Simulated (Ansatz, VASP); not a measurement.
## Two plane-wave programs on Ta2N

File INCAR:

```
SYSTEM = Ta2N
ALGO     = Normal         ! electronic algorithm
EDIFF    = 1E-6           ! SCF threshold, eV
ENCUT    = 520            ! plane-wave cutoff, eV
GGA      = PE             ! functional
ISIF     = 2              ! what is computed and relaxed
ISMEAR   = 0              ! smearing method
LASPH    = .TRUE.         ! aspherical terms in the spheres
LCHARG   = .FALSE.        ! write CHGCAR
LREAL    = .FALSE.        ! projectors in reciprocal space
LWAVE    = .FALSE.        ! write WAVECAR
NBANDS   = 20             ! bands
NELM     = 60             ! most SCF steps
PREC     = Accurate       ! precision mode
SIGMA    = 0.15           ! smearing width, eV
```

KPOINTS

```
k-points
0
G
  18 18 10
  0 0 0
```

File POSCAR:

```
Ta2N
1.0
    3.1011400595      0.0000000000      0.0000000000
   -1.5505700297      2.6856660722      0.0000000000
    0.0000000000      0.0000000000      5.0039372898
Ta N
2 1
Direct
    0.6666666667      0.3333333333      0.7449050326
    0.3333333333      0.6666666667      0.2550949674
    0.0000000000      0.0000000000      0.0000000000
```

Input for Ansatz:

```yaml
crystal:
  lattice:
    - [3.1011400595, 0.0, 0.0]
    - [-1.5505700297, 2.6856660722, 0.0]
    - [0.0, 0.0, 5.0039372898]
  atoms:
    - { symbol: Ta, position: [0.6666666667, 0.3333333333, 0.7449050326] }
    - { symbol: Ta, position: [0.3333333333, 0.6666666667, 0.2550949674] }
    - { symbol: "N", position: [0.0, 0.0, 0.0] }
basis:
  ecutwfc: 420
kpoints:
  mp_grid: { grid: [18, 18, 10] }
hamiltonian:
  xc: pbe
scf:
  occupations: { method: gaussian, width: 0.15 }
output:
  forces: true
  stress: true
  eigenvalues: true
```

Change from the starting cell: strain +0.000 along x and y, +0.025 along z, atoms carried along.

Alike in both runs: task single point; functional PBE; k mesh 18 × 18 × 10; occupations gaussian, width 0.15 eV; no spin polarisation.

|  | VASP | Ansatz |
| --- | --- | --- |
| version | VASP 6.6.1 | Ansatz 0.2.0 |
| potentials or method | VASP PAW PBE potentials, release 64 (Ta_pv, N), cutoff 520 eV | scalar-relativistic, plane waves, PAW |
| valence electrons in the cell | 27 | 31 |

VASP gave:

- gap on the k mesh at the Fermi level (eV): none
- pressure (GPa): -6.2
- traceless stress, the component that is largest in VASP (GPa): -3.05
- rms of the force components (eV/Å): 0.026

Which values does Ansatz return?

gap on the k mesh at the Fermi level (eV): none; pressure (GPa): -6.6; traceless stress, the component that is largest in VASP (GPa): -3.01; rms of the force components (eV/Å): 0.006.

Atom by atom the forces differ by 0.020 eV/Å (rms over components). A gap of «none» marks a metal or a gap that the smearing closes. With one functional, cell and mesh, what is left measures potentials, basis and numerics. VASP's potentials hold 27 valence electrons a cell and Ansatz's 31, so a difference there can come from the potentials and not from the codes.

Spin-orbit coupling is off throughout.
